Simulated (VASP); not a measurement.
# KTaO3 (Pm-3m) in VASP: a series of runs

KTaO3 is run at these levels: PBE; tasks: single point.

Everything below comes from runs of VASP 6.6.1. Logs are shortened: lines on timing, memory, paths and dates and some standing lists are left out, and cuts for length are marked.

## 1. The cell of the first run

It takes space group Pm-3m (No. 221, cubic). The conventional cell has a = 3.975 Å, b = 3.975 Å, c = 3.975 Å, α = 90.00°, β = 90.00°, γ = 90.00°. K (site symmetry m-3m) has 12 O at 2.81 Å and 8 Ta at 3.44 Å within 3.7 Å. Ta (site symmetry m-3m) has 6 O at 1.99 Å within 2.6 Å. O (site symmetry 4/mmm) has 2 Ta at 1.99 Å within 2.6 Å.

## 2. Single point, PBE (volume scaled by 0.99)

Input file INCAR:

```
SYSTEM = KTaO3
PREC = Accurate
ENCUT = 520
EDIFF = 1E-7
ISMEAR = -1
SIGMA = 0.01
LREAL = .FALSE.
LASPH = .TRUE.
NELM = 80
ALGO = Normal
ISIF = 2
LWAVE = .FALSE.
LCHARG = .FALSE.
GGA = PE
NBANDS = 27
```

Input file KPOINTS:

```
Automatic mesh
0
G
  5 5 5
  0 0 0
```

Input file POSCAR:

```
KTaO3
1.0
    3.9749611044      0.0000000000      0.0000000000
    0.0000000000      3.9749611044      0.0000000000
    0.0000000000      0.0000000000      3.9749611044
K Ta O
1 1 3
Direct
    0.5000000000      0.5000000000      0.5000000000
    0.0000000000      0.0000000000      0.0000000000
    0.5000000000      0.0000000000      0.0000000000
    0.0000000000      0.5000000000      0.0000000000
    0.0000000000      0.0000000000      0.5000000000
```

Potentials or basis: VASP PAW PBE potentials, release 64 (K_sv, Ta_pv, O).

Started as:

```bash
$ cat potpaw_PBE.64/K_sv/POTCAR potpaw_PBE.64/Ta_pv/POTCAR potpaw_PBE.64/O/POTCAR > POTCAR
$ mpirun -np 1 vasp_std > vasp.out
```

OUTCAR:

```text
SYSTEM = KTaO3
   PREC = Accurate
   ENCUT = 520
   EDIFF = 1E-7
   ISMEAR = -1
   LREAL = .FALSE.
   LASPH = .TRUE.
   NELM = 80
   ISIF = 2
   GGA = PE

 ion  position               nearest neighbor table
   1  0.500  0.500  0.500-   3 2.81   4 2.81   5 2.81   3 2.81   4 2.81   3 2.81   5 2.81   3 2.81
                             4 2.81   5 2.81   4 2.81   5 2.81   2 3.44   2 3.44   2 3.44   2 3.44
   2  0.000  0.000  0.000-   3 1.99   4 1.99   5 1.99   5 1.99   4 1.99   3 1.99   1 3.44   1 3.44
                             1 3.44   1 3.44   1 3.44   1 3.44   1 3.44   1 3.44
   3  0.500  0.000  0.000-   2 1.99   2 1.99   1 2.81   1 2.81   1 2.81   1 2.81
   4  0.000  0.500  0.000-   2 1.99   2 1.99   1 2.81   1 2.81   1 2.81   1 2.81
   5  0.000  0.000  0.500-   2 1.99   2 1.99   1 2.81   1 2.81   1 2.81   1 2.81

  LATTYP: Found a simple cubic cell.
 ALAT       =     3.9749611044

  Lattice vectors:

 A1 = (   3.9749611044,   0.0000000000,   0.0000000000)
 A2 = (   0.0000000000,   3.9749611044,   0.0000000000)
 A3 = (   0.0000000000,   0.0000000000,   3.9749611044)

Analysis of symmetry for initial positions (statically):
=====================================================================
 Subroutine PRICEL returns:
 Original cell was already a primitive cell.

 Routine SETGRP: Setting up the symmetry group for a
 simple cubic supercell.

 Subroutine GETGRP returns: Found 48 space group operations
 (whereof 48 operations were pure point group operations)
 out of a pool of 48 trial point group operations.

The static configuration has the point symmetry O_h .

Analysis of symmetry for dynamics (positions and initial velocities):
=====================================================================
 Subroutine PRICEL returns:
 Original cell was already a primitive cell.

 Routine SETGRP: Setting up the symmetry group for a
 simple cubic supercell.

 Subroutine GETGRP returns: Found 48 space group operations
 (whereof 48 operations were pure point group operations)
 out of a pool of 48 trial point group operations.

The dynamic configuration has the point symmetry O_h .

 Subroutine INISYM returns: Found 48 space group operations
 (whereof 48 operations are pure point group operations),
 and found     1 'primitive' translations

----------------------------------------------------------------------------------------

                                     Primitive cell

  volume of cell :      62.8056

[... 75 lines left out ...]
   LSORBIT =      F    spin-orbit coupling
   LASPH  =      T    aspherical Exc in radial PAW
   ENCUT  =  520.0 eV  38.22 Ry    6.18 a.u.   7.39  7.39  7.39*2*pi/ulx,y,z
   NELM   =     80;   NELMIN=  2; NELMDL= -5     # of ELM steps
   EDIFF  = 0.1E-06   stopping-criterion for ELM
   LREAL  =      F    real-space projection
   EDIFFG = 0.1E-05   stopping-criterion for IOM
   NSW    =      0    number of steps for IOM
   IBRION =     -1    ionic relax: 0-MD 1-quasi-New 2-CG
   NFREE  =      0    steps in history (QN), initial steepest desc. (CG)
   ISIF   =      2    stress and relaxation
   ISYM   =      2    0-nonsym 1-usesym 2-fastsym
   POTIM  = 0.5000    time-step for ionic-motion
   TEBEG  =    0.0;   TEEND  =   0.0 temperature during run
   PSTRESS=    0.0 pullay stress
   NELECT =      38.0000    total number of electrons
   NUPDOWN=      -1.0000    fix difference up-down
   EMIN   =  10.00;   EMAX   =-10.00  energy-range for DOS
   EFERMI =   0.00;   METHOD = LEGACY
   ISMEAR =    -1;   SIGMA  =   0.01  broadening in eV -4-tet -1-fermi 0-gaus
   EFERMI_NEDOS =   21; number of points for ismear=-14 and -15
   IALGO  =     38    algorithm
   IMIX   =      4    mixing-type and parameters
     AMIX     =   0.40;   BMIX     =  1.00
     AMIX_MAG =   1.60;   BMIX_MAG =  1.00
  volume/ion in A,a.u.               =      12.56        84.77
  Fermi-wavevector in a.u.,A,eV,Ry     =   1.384639  2.616588 26.085422  1.917224
  Thomas-Fermi vector in A             =   2.509124
   LORBIT       =      0    0 simple, 1 ext, 2 COOP (PROOUT), +10 PAW based schemes
   GGA     = PE    functional components
[... 5 lines left out ...]
 non-spin polarized calculation
  energy-cutoff  :      520.00
  volume of cell :       62.81
 maximum number of plane-waves:      1743
 NGX is ok and might be reduce to    30
   NGX = 15   NGY = 15   NGZ = 15

 number of electron      37.9999977 magnetization

 Free energy of the ion-electron system (eV)
  ---------------------------------------------------
  ext. energy  EPLUGINS =         0.00000000
  ---------------------------------------------------
  free energy    TOTEN  =       -40.99576131 eV

  energy without entropy =      -40.99576131  energy(sigma->0) =      -40.99576131

 E-fermi :   2.0265     XC(G=0): -10.9263

 val. band max:        1.7591250638   @ k =   0.4000   0.4000   0.4000
 cond. band min:       4.0666832440   @ k =   0.0000   0.0000   0.0000
 fundamental gap:      2.3075581802
 Fermi energy:         2.0265255963

 k-point     1 :       0.0000    0.0000    0.0000
  band No.  band energies     occupation
      1     -32.2116      2.00000
      2     -32.2116      2.00000
      3     -32.2116      2.00000
      4     -25.4426      2.00000
      5     -15.7160      2.00000
      6     -15.0067      2.00000
[... 289 lines left out ...]
     26      13.2548      0.00000
     27      13.7057      0.00000

------------------------ aborting loop because EDIFF is reached ----------------------------------------

  FORCE on cell =-STRESS in cart. coord.  units (eV):
  Direction    XX          YY          ZZ          XY          YZ          ZX
  --------------------------------------------------------------------------------------
  -------------------------------------------------------------------------------------
  Total        3.2549245      3.2549245      3.2549245      0.0000000      0.0000000      0.0000000
  in kB       83.0334056     83.0334056     83.0334056      0.0000000      0.0000000      0.0000000
  external PRESSURE =      83.0334056 kB  Pullay stress =       0.0000000 kB

 VOLUME and BASIS-vectors are now :
 -----------------------------------------------------------------------------
  energy-cutoff  :      520.00
  volume of cell :       62.81
      direct lattice vectors                 reciprocal lattice vectors
     3.974961104  0.000000000  0.000000000     0.251574789  0.000000000  0.000000000
     0.000000000  3.974961104  0.000000000     0.000000000  0.251574789  0.000000000
     0.000000000  0.000000000  3.974961104     0.000000000  0.000000000  0.251574789

 POSITION                                       TOTAL-FORCE (eV/Angst)
 -----------------------------------------------------------------------------------
      1.98748      1.98748      1.98748         0.000000      0.000000      0.000000
      0.00000      0.00000      0.00000         0.000000      0.000000      0.000000
      1.98748      0.00000      0.00000         0.000000      0.000000      0.000000
      0.00000      1.98748      0.00000         0.000000      0.000000      0.000000
      0.00000      0.00000      1.98748         0.000000      0.000000      0.000000
 -----------------------------------------------------------------------------------
    total drift:                                0.000000     -0.000000      0.000000

  FREE ENERGIE OF THE ION-ELECTRON SYSTEM (eV)
  ---------------------------------------------------
  free  energy   TOTEN  =       -40.9957613065 eV

  energy  without entropy=      -40.9957613065  energy(sigma->0) =      -40.99576131
```

OSZICAR:

```text
N       E                     dE             d eps       ncg     rms          rms(c)
DAV:   1     0.323797355401E+03    0.32380E+03   -0.20960E+04   540   0.142E+03
DAV:   2    -0.298226160149E+02   -0.35362E+03   -0.34396E+03   637   0.405E+02
DAV:   3    -0.489548452225E+02   -0.19132E+02   -0.19051E+02   757   0.917E+01
DAV:   4    -0.495233572163E+02   -0.56851E+00   -0.56761E+00   880   0.102E+01
DAV:   5    -0.495265078817E+02   -0.31507E-02   -0.31505E-02   709   0.760E-01    0.347E+01
DAV:   6    -0.412074370473E+02    0.83191E+01   -0.34180E+01   615   0.398E+01    0.133E+01
DAV:   7    -0.410595947532E+02    0.14784E+00   -0.16806E+00   722   0.832E+00    0.946E+00
DAV:   8    -0.410161412768E+02    0.43453E-01   -0.38177E-01   638   0.520E+00    0.312E+00
DAV:   9    -0.409972207964E+02    0.18920E-01   -0.33248E-02   646   0.145E+00    0.495E-01
DAV:  10    -0.409957428738E+02    0.14779E-02   -0.13671E-02   735   0.751E-01    0.759E-02
DAV:  11    -0.409957281713E+02    0.14703E-04   -0.88991E-04   721   0.191E-01    0.312E-02
DAV:  12    -0.409957600403E+02   -0.31869E-04   -0.53470E-05   728   0.610E-02    0.779E-03
DAV:  13    -0.409957614880E+02   -0.14477E-05   -0.53657E-06   727   0.191E-02    0.578E-03
DAV:  14    -0.409957614416E+02    0.46334E-07   -0.13649E-06   673   0.721E-03    0.351E-03
DAV:  15    -0.409957613359E+02    0.10575E-06   -0.15528E-07   543   0.305E-03    0.380E-04
DAV:  16    -0.409957613065E+02    0.29364E-07   -0.22013E-08   381   0.993E-04
   1 F= -.40995761E+02 E0= -.40995761E+02  d E =-.882273E-13
```

Run time: 42 s. Hardware: 1 thread of Intel Xeon 8259CL, shared host; peak memory 0.17 GiB.

Results:

* Free energy: -40.9958 eV
* Pressure: 8.3 GPa
* Band gap on the k mesh: 2.31 eV, indirect (least direct gap 2.81 eV)

Caveat: spin-orbit coupling is left out, which moves the levels of the heavy elements. A k mesh can miss the band edges.

## 3. Single point, PBE (volume scaled by 1.02)

Input file INCAR:

```
SYSTEM = KTaO3
PREC     = Accurate       ! precision mode
ENCUT    = 520            ! plane-wave cutoff, eV
EDIFF    = 1E-7           ! SCF threshold, eV
ISMEAR   = -1             ! smearing method
SIGMA    = 0.01           ! smearing width, eV
LREAL    = .False.        ! projectors in reciprocal space
LASPH    = .True.         ! aspherical terms in the spheres
NELM     = 100            ! most SCF steps
ALGO     = Normal         ! electronic algorithm
ISIF     = 2              ! what is computed and relaxed
LWAVE    = .False.        ! write WAVECAR
LCHARG   = .False.        ! write CHGCAR
GGA      = PE             ! functional
NBANDS   = 27             ! bands
```

Input file KPOINTS:

```
regular mesh
0
Gamma
  5 5 5
  0 0 0
```

Edit POSCAR of step 2 so:

```diff
@@ -2,5 +2,5 @@
 1.0
-    3.9749611044      0.0000000000      0.0000000000
-    0.0000000000      3.9749611044      0.0000000000
-    0.0000000000      0.0000000000      3.9749611044
+    4.0147133525      0.0000000000      0.0000000000
+    0.0000000000      4.0147133525      0.0000000000
+    0.0000000000      0.0000000000      4.0147133525
 K Ta O
```

Potentials or basis: VASP PAW PBE potentials, release 64 (K_sv, Ta_pv, O).

Started as:

```bash
$ cat potpaw_PBE.64/K_sv/POTCAR potpaw_PBE.64/Ta_pv/POTCAR potpaw_PBE.64/O/POTCAR > POTCAR
$ mpirun -np 1 vasp_std > vasp.out
```

Run time: 41 s. Hardware: 1 thread of Intel Xeon 8259CL, shared host; peak memory 0.17 GiB.

The run converged. Its results:

- Free energy: -41.0582 eV
- Pressure: 2.0 GPa
- Band gap on the k mesh: 2.24 eV, indirect (least direct gap 2.76 eV)

Levels at points of the mesh, in eV from the valence-band top:
```
           k point  band 15  band 16  band 17  band 18  band 19  band 20  band 21  band 22  band 23  band 24
(0.00, 0.00, 0.00)    -0.92    -0.92    -0.52    -0.52    -0.52     2.24     2.24     2.24     6.58     6.64
```

Caveat: spin-orbit coupling is left out, which moves the levels of the heavy elements. A k mesh can miss the band edges.
